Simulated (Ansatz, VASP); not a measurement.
## One calculation of Bi, two programs

Contents of INCAR:

```
SYSTEM = Bi
PREC = Accurate
ENCUT = 520
EDIFF = 1E-6
ISMEAR = 0
SIGMA = 0.15
LREAL = .False.
LASPH = .True.
NELM = 80
ALGO = Fast
ISIF = 2
LWAVE = .False.
LCHARG = .False.
GGA = PE
IVDW = 12
NBANDS = 14
```

Contents of KPOINTS:

```
regular mesh
0
Gamma
  18 18 18
  0 0 0
```

The input POSCAR:

```
Bi
1.0
   -1.9112574916      1.9112574916      2.0595710730
    1.9112574916     -1.9112574916      2.0595710730
    1.9112574916      1.9112574916     -2.0595710730
Bi
1
Direct
    0.0000000000      0.0000000000      0.0000000000
```

Input for Ansatz:

```yaml
crystal:
  lattice:
    - [-1.9112574916, 1.9112574916, 2.059571073]
    - [1.9112574916, -1.9112574916, 2.059571073]
    - [1.9112574916, 1.9112574916, -2.059571073]
  atoms:
    - { symbol: Bi, position: [0.0, 0.0, 0.0] }
basis:
  ecutwfc: 420
kpoints:
  mp_grid: { grid: [18, 18, 18] }
hamiltonian:
  xc: pbe
  dispersion: d3bj
scf:
  occupations: { method: gaussian, width: 0.15 }
output:
  forces: true
  stress: true
  eigenvalues: true
```

Alike in both runs: task single point; functional PBE; dispersion D3(BJ); k mesh 18 × 18 × 18; occupations gaussian, width 0.15 eV; no spin polarisation.

|  | VASP | Ansatz |
| --- | --- | --- |
| version | VASP 6.6.1 | Ansatz 0.2.0 |
| potentials or method | VASP PAW PBE potentials, release 64 (Bi_d), cutoff 520 eV | scalar-relativistic, plane waves, PAW |
| valence electrons in the cell | 15 | 15 |

Ansatz gave:

* gap on the k mesh at the Fermi level (eV): none
* pressure (GPa): 0.2
* traceless stress, the component that is largest in VASP (GPa): -0.62

What did VASP give for the same quantities?

gap on the k mesh at the Fermi level (eV): none; pressure (GPa): 0.1; traceless stress, the component that is largest in VASP (GPa): -0.61.

A gap of «none» marks a metal or a gap that the smearing closes.

Spin-orbit coupling is off throughout.
